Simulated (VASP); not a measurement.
A run of VASP 6.6.1 is set up as follows.

Contents of INCAR:

```
SYSTEM = Br
PREC = Accurate ; ENCUT = 520
EDIFF = 1E-6 ; ISMEAR = -1
SIGMA = 0.05 ; LREAL = .False.
LASPH = .True. ; NELM = 60
ALGO = Normal ; ISIF = 2
LWAVE = .False. ; LCHARG = .False.
GGA = PE ; NBANDS = 22
```

The input KPOINTS:

```
Automatic mesh
0
Gamma
  6 6 3
  0 0 0
```

File POSCAR:

```
Br
1.0
    3.3406771722     -2.3069619464      0.0000000000
    3.3406771722      2.3069619464      0.0000000000
    0.0000000000      0.0000000000      8.6438935422
Br
4
Direct
    0.3651000000      0.6349000000      0.3901000000
    0.1349000000      0.8651000000      0.8901000000
    0.6349000000      0.3651000000      0.6099000000
    0.8651000000      0.1349000000      0.1099000000
```

Potentials or basis: VASP PAW PBE potentials, release 64 (Br).

The run is started by

```console
$ cat potpaw_PBE.64/Br/POTCAR > POTCAR
$ mpirun -np 1 vasp_std > vasp.out
```

Task: What does it give for the pressure?

Result: 2.5 GPa.

Task: What does it give for the largest force?

Result: 1.123 eV/Å.

Stress tensor (GPa, compression positive):
```
1.36 0.00 0.00
0.00 1.91 0.00
0.00 0.00 4.28
```

Caveat: forces of over 1 eV/Å act on the atoms, so gaps and moduli don't describe the material at rest.
